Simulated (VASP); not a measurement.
Here is a VASP 6.6.1 calculation.

The input INCAR:

```
  PREC = Accurate
  ENCUT = 520
  EDIFF = 1E-7
  ISMEAR = 0
  SIGMA = 0.1
  LREAL = F
  LASPH = T
  NELM = 60
  ALGO = Fast
  ISIF = 2
  LWAVE = F
  LCHARG = F
  GGA = PE
  NBANDS = 12
```

The input KPOINTS:

```
regular mesh
0
Gamma
  8 6 4
```

File POSCAR:

```
Cd
1.0
    2.4895367600      0.0000000000      0.0000000000
    0.0000000000      2.6078128200      0.0000000000
    0.0000000000      0.0000000000      6.1122773000
Cd
1
Direct
    0.5000000000      0.5000000000      0.5000000000
```

Potentials or basis: VASP PAW PBE potentials, release 64 (Cd).

Run with:

```sh
$ cat potpaw_PBE.64/Cd/POTCAR > POTCAR
$ mpirun -np 1 vasp_std > vasp.out
```

(1) Estimate the pressure.

(2) What does it give for the band gap on the k mesh?

## Answers

(1) 10.6 GPa.

(2) zero (band 6 reaches 3.57 eV, above the bottom of band 7 at -1.65 eV).

Caveat: the k points lie up to 0.40 Å⁻¹ apart.
